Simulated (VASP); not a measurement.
**RbBr: single point with r2SCAN**

RbBr:

```
Rb Br
1.0
     0.03461    3.49543    3.49543
     3.49543    0.03461    3.49543
     3.49543    3.49543    0.03461
Rb Br
1 1
Direct
  0.00000 0.00000 0.00000
  0.50000 0.50000 0.50000
```

This cell differs from its parent crystal: strain along [111] +1.5%.

```
Program                : VASP 6.6.1
Task                   : single point
Functional             : r2SCAN
Potentials or basis    : VASP PAW PBE potentials, release 64 (Rb_sv, Br)
Cutoff                 : 520 eV
k mesh                 : 6 × 6 × 6
Occupations            : gaussian, width 0.01 eV
Spin                   : no spin polarisation
Dipole correction      : no
Further INCAR settings : ALGO = Normal; EDIFF = 1e-06; NBANDS = 15
```

```
Pressure               : -0.2 GPa
Band gap on the k mesh : 4.85 eV, direct
```

Levels at points of the mesh, in eV from the valence-band top:
```tsv
k point	band 5	band 6	band 7	band 8	band 9	band 10	band 11	band 12
(0.00, 0.00, 0.00)	-8.79	-0.02	0.00	0.00	4.85	7.78	7.90	7.90
(0.50, 0.00, 0.00)	-8.75	-0.90	-0.34	-0.31	7.17	8.13	10.04	10.15
(0.50, 0.50, 0.00)	-8.85	-0.48	-0.18	-0.16	6.10	7.77	9.48	9.96
(0.50, 0.50, 0.50)	-8.74	-0.91	-0.30	-0.30	7.17	8.07	10.05	10.05
```

Wall time 2 min on 1 thread of Intel(R) Xeon(R) Platinum 8488C (Sapphire Rapids) (shared host), peak memory 0.26 GiB.

Caveat: the cell differs from its parent crystal (strain along [111] +1.5%); the PAW data sets were made with another functional, which shifts forces and pressure a little.
